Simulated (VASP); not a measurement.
Wanted: the native input for a VASP 6.6.1 run.

```yaml
Task: single point
Functional: PBE
Potentials_or_basis: VASP PAW PBE potentials, release 64 (As_d)
Cutoff: 600 eV
k_mesh: 6 × 6 × 6
Occupations: gaussian, width 0.1 eV
Spin: no spin polarisation
Dipole_correction: no
Second_run: valence_matched
Further_INCAR_settings: ALGO = Normal; EDIFF = 1e-06; NBANDS = 22
```

The structure of As lies in POSCAR:

```
As
1.0
    1.8797494575      1.0852738553      3.4857700000
   -1.8797494575      1.0852738553      3.4857700000
    0.0000000000     -2.1705477106      3.4857700000
As
2
Direct
    0.2275400000      0.2275400000      0.2275400000
    0.7724600000      0.7724600000      0.7724600000
```

These files were run (other wordings do the same):

INCAR

```
PREC = Accurate ; ENCUT = 600
EDIFF = 1E-6 ; ISMEAR = 0
SIGMA = 0.1 ; LREAL = F
LASPH = T ; NELM = 120
ALGO = Normal ; ISIF = 2
LWAVE = F ; LCHARG = T
GGA = PE ; LELF = T
LVHAR = T ; NBANDS = 22
GGA_COMPAT = F
```

KPOINTS

```
Automatic mesh
0
Gamma
  6 6 6
```

Potentials or basis: VASP PAW PBE potentials, release 64 (As_d).

Run with:

```console
$ cat potpaw_PBE.64/As_d/POTCAR > POTCAR
$ mpirun -np 1 vasp_std > vasp.out
```

It gave:

| Quantity | Value |
| --- | --- |
| Pressure | 3.5 GPa |
| Largest force | 0.120 eV/Å |
| Band gap on the k mesh | zero (band 15 reaches 3.90 eV, above the bottom of band 16 at 3.58 eV) |

Wall time 62 s on 1 thread of AMD EPYC 7R43 64-Core Processor (Zen 3) (shared host), peak memory 0.17 GiB.
